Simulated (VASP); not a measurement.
# Ni (Im-3m) in VASP: further runs, part 2 of 2

VASP 6.6.1. The steps go on from the part before.

**4. Single point, LDA, collinear spin, ferromagnetic start**

Contents of INCAR:

```
SYSTEM = Ni
PREC = Accurate
ENCUT = 520
EDIFF = 1E-7
ISMEAR = -1
SIGMA = 0.05
LREAL = .FALSE.
LASPH = .TRUE.
NELM = 150
ALGO = Normal
ISIF = 2
LWAVE = .FALSE.
LCHARG = .FALSE.
ISPIN = 2
MAGMOM = 1.5 1.5
LORBIT = 11
LMAXMIX = 4
GGA = CA
NBANDS = 21
```

Contents of KPOINTS:

```
Automatic mesh
0
G
  11 11 11
  0 0 0
```

Contents of POSCAR:

```
Ni
1.0
    0.0000000000      2.7674309400      0.0000000000
    0.0000000000      0.0000000000      2.7674309400
    2.7674309400      0.0000000000      0.0000000000
Ni
2
Direct
    0.0000000000      0.0000000000      0.0000000000
    0.5000000000      0.5000000000      0.5000000000
```

On the command line:

```sh
cat potpaw_LDA.64/Ni/POTCAR > POTCAR
mpirun -np 1 vasp_std > vasp.out
```

Run time: 23 s. Hardware: 1 thread of Intel Xeon Platinum 8488C (Sapphire Rapids), shared host; peak memory 0.15 GiB.

It converged, with:

```yaml
Free_energy: -12.9340 eV
Pressure: -10.8 GPa
Net_moment: 0.90 μB per cell
Site_moments: Ni +0.45 μB
Valence_electrons_inside_the_program's_atomic_spheres: Ni 9.37
```

Levels at points of the mesh, in eV from the Fermi level:
Spin up:
```csv
k point,band 8,band 9,band 10,band 11,band 12,band 13,band 14,band 15
"(0.00, 0.00, 0.00)",-0.78,-0.11,-0.11,-0.11,9.93,9.93,9.93,16.09
```
Spin down:
| k point | band 7 | band 8 | band 9 | band 10 | band 11 | band 12 | band 13 | band 14 |
| --- | --- | --- | --- | --- | --- | --- | --- | --- |
| (0.00, 0.00, 0.00) | -0.39 | -0.39 | 0.41 | 0.41 | 0.41 | 10.00 | 10.00 | 10.00 |

**5. Single point, LDA, collinear spin, antiferromagnetic start**

Contents of INCAR:

```
ALGO = Normal
EDIFF = 1E-6
ENCUT = 520
GGA = CA
ISIF = 2
ISMEAR = -1
ISPIN = 2
LASPH = True
LCHARG = True
LELF = True
LMAXMIX = 4
LORBIT = 11
LREAL = False
LVHAR = True
LWAVE = False
MAGMOM = 1.5 -1.5
NBANDS = 21
NELM = 150
PREC = Accurate
SIGMA = 0.05
```

Contents of KPOINTS:

```
k-points
0
Gamma
  11 11 11
```

POSCAR is that of step 4.

Potentials or basis: VASP PAW LDA potentials, release 64 (Ni).

On the command line:

```sh
cat potpaw_LDA.64/Ni/POTCAR > POTCAR
mpirun -np 1 vasp_std > vasp.out
```

OUTCAR:

```text
EDIFF = 1E-6
   ENCUT = 520
   GGA = CA
   ISIF = 2
   ISMEAR = -1
   ISPIN = 2
   LASPH = True
   LORBIT = 11
   LREAL = False
   NELM = 150
   PREC = Accurate

 ion  position               nearest neighbor table
   1  0.000  0.000  0.000-   2 2.40   2 2.40   2 2.40   2 2.40   2 2.40   2 2.40   2 2.40   2 2.40

   2  0.500  0.500  0.500-   1 2.40   1 2.40   1 2.40   1 2.40   1 2.40   1 2.40   1 2.40   1 2.40

  LATTYP: Found a simple cubic cell.
 ALAT       =     2.7674309400

  Lattice vectors:

 A1 = (   0.0000000000,   2.7674309400,   0.0000000000)
 A2 = (   0.0000000000,   0.0000000000,   2.7674309400)
 A3 = (   2.7674309400,   0.0000000000,   0.0000000000)
[... 1396 lines left out ...]
 VOLUME and BASIS-vectors are now :
 -----------------------------------------------------------------------------
  energy-cutoff  :      520.00
  volume of cell :       21.19
      direct lattice vectors                 reciprocal lattice vectors
     0.000000000  2.767430940  0.000000000     0.000000000  0.361345964  0.000000000
     0.000000000  0.000000000  2.767430940     0.000000000  0.000000000  0.361345964
     2.767430940  0.000000000  0.000000000     0.361345964  0.000000000  0.000000000

 POSITION                                       TOTAL-FORCE (eV/Angst)
 -----------------------------------------------------------------------------------
      0.00000      0.00000      0.00000        -0.000000     -0.000000      0.000000
      1.38372      1.38372      1.38372         0.000000      0.000000     -0.000000
 -----------------------------------------------------------------------------------
    total drift:                               -0.000000      0.000000      0.000000

  FREE ENERGIE OF THE ION-ELECTRON SYSTEM (eV)
  ---------------------------------------------------
  free  energy   TOTEN  =       -12.9297626965 eV

  energy  without entropy=      -12.8967349753  energy(sigma->0) =      -12.91324884

 total charge

# of ion       s       p       d       tot
------------------------------------------
    1        0.503   0.510   8.360   9.372
    2        0.503   0.510   8.360   9.372
--------------------------------------------------
tot          1.005   1.019  16.719  18.744

 magnetization (x)

# of ion       s       p       d       tot
------------------------------------------
    1        0.000   0.000   0.000   0.000
    2       -0.000  -0.000  -0.000  -0.000
--------------------------------------------------
tot          0.000   0.000   0.000   0.000
```

OSZICAR:

```text
N       E                     dE             d eps       ncg     rms          rms(c)
DAV:   1     0.945703669328E+02    0.94570E+02   -0.88567E+03  5192   0.137E+03
DAV:   2    -0.904709451377E+01   -0.10362E+03   -0.95894E+02  4779   0.236E+02
DAV:   3    -0.147464747397E+02   -0.56994E+01   -0.54931E+01  5314   0.633E+01
DAV:   4    -0.148259925265E+02   -0.79518E-01   -0.79435E-01  5430   0.696E+00
DAV:   5    -0.148283835199E+02   -0.23910E-02   -0.23908E-02  5466   0.120E+00    0.158E+01
DAV:   6    -0.135696629009E+02    0.12587E+01   -0.86180E+00  5537   0.596E+01    0.879E+00
DAV:   7    -0.129587008042E+02    0.61096E+00   -0.17771E+00  5607   0.254E+01    0.282E+00
DAV:   8    -0.129339996303E+02    0.24701E-01   -0.76160E-02  7797   0.536E+00    0.905E-01
DAV:   9    -0.129313286085E+02    0.26710E-02   -0.40733E-03  5194   0.616E-01    0.479E-01
DAV:  10    -0.129297755397E+02    0.15531E-02   -0.70906E-04  6994   0.556E-01    0.134E-01
DAV:  11    -0.129297632055E+02    0.12334E-04   -0.11458E-04  7816   0.208E-01    0.289E-02
DAV:  12    -0.129297626965E+02    0.50905E-06   -0.90119E-06  5838   0.375E-02
   1 F= -.12929763E+02 E0= -.12913249E+02  d E =-.330277E-01  mag=     0.0000
```

Wall time 20 s (1 thread of Intel Xeon Platinum 8488C (Sapphire Rapids), shared host); peak memory 0.15 GiB.

Results:

* Free energy: -12.9298 eV
* Pressure: -11.9 GPa
* Band gap on the k mesh: zero (filled and empty bands overlap)
* Net moment: 0.00 μB per cell
* Valence electrons inside the program's atomic spheres: Ni 9.37

Caveat: the starting moments collapsed, and a magnetic state may lie lower.

**6. Single point, LDA, collinear spin, antiferromagnetic start**

Contents of INCAR:

```
SYSTEM = Ni
  PREC = Accurate
  ENCUT = 520
  EDIFF = 1E-6
  ISMEAR = -1
  SIGMA = 0.05
  LREAL = .False.
  LASPH = .True.
  NELM = 150
  ALGO = Normal
  ISIF = 2
  LWAVE = .False.
  LCHARG = .False.
  ISPIN = 2
  MAGMOM = 1.5 -1.5
  LORBIT = 11
  LMAXMIX = 4
  NBANDS = 21
```

Contents of KPOINTS:

```
Automatic mesh
0
Gamma
  11 11 11
  0 0 0
```

POSCAR is that of step 5.

Potentials or basis: VASP PAW LDA potentials, release 64 (Ni).

On the command line:

```sh
cat potpaw_LDA.64/Ni/POTCAR > POTCAR
mpirun -np 1 vasp_std > vasp.out
```

It took 19 s on 1 thread of Intel Xeon Platinum 8488C (Sapphire Rapids), shared host; peak memory 0.15 GiB.

The run converged. Its results:

| Property | Result |
| --- | --- |
| Free energy | -12.9298 eV |
| Pressure | -11.9 GPa |
| Band gap on the k mesh | zero (filled and empty bands overlap) |
| Net moment | 0.00 μB per cell |
| Valence electrons inside the program's atomic spheres | Ni 9.37 |

Levels at points of the mesh, in eV from the Fermi level:
Spin up:
```csv
k point,band 6,band 7,band 8,band 9,band 10,band 11,band 12,band 13,band 14,band 15
"(0.00, 0.00, 0.00)",-1.99,-0.56,-0.56,0.17,0.17,0.17,9.99,9.99,9.99,16.19
```
Spin down:
| k point | band 6 | band 7 | band 8 | band 9 | band 10 | band 11 | band 12 | band 13 | band 14 | band 15 |
| --- | --- | --- | --- | --- | --- | --- | --- | --- | --- | --- |
| (0.00, 0.00, 0.00) | -1.99 | -0.56 | -0.56 | 0.17 | 0.17 | 0.17 | 9.99 | 9.99 | 9.99 | 16.19 |

Caveat: the starting moments collapsed, and a magnetic state may lie lower.

**7. Overview**

```tsv
spin	smearing	gap on the mesh (eV)	pressure (GPa)
off	fermi-dirac 0.05 eV	none	-12.0
off	fermi-dirac 0.01 eV	none	-12.1
collinear, ferromagnetic start	fermi-dirac 0.05 eV	none	-10.8
```

Alike in all rows: task single point; level LDA; potentials or basis VASP PAW LDA potentials, release 64 (Ni); cell as given; k mesh 11 × 11 × 11; cutoff (eV) 520.

Every run on the cell as given and a fine mesh finds a metal.

Absolute energies hang on the potentials; compare differences alone.
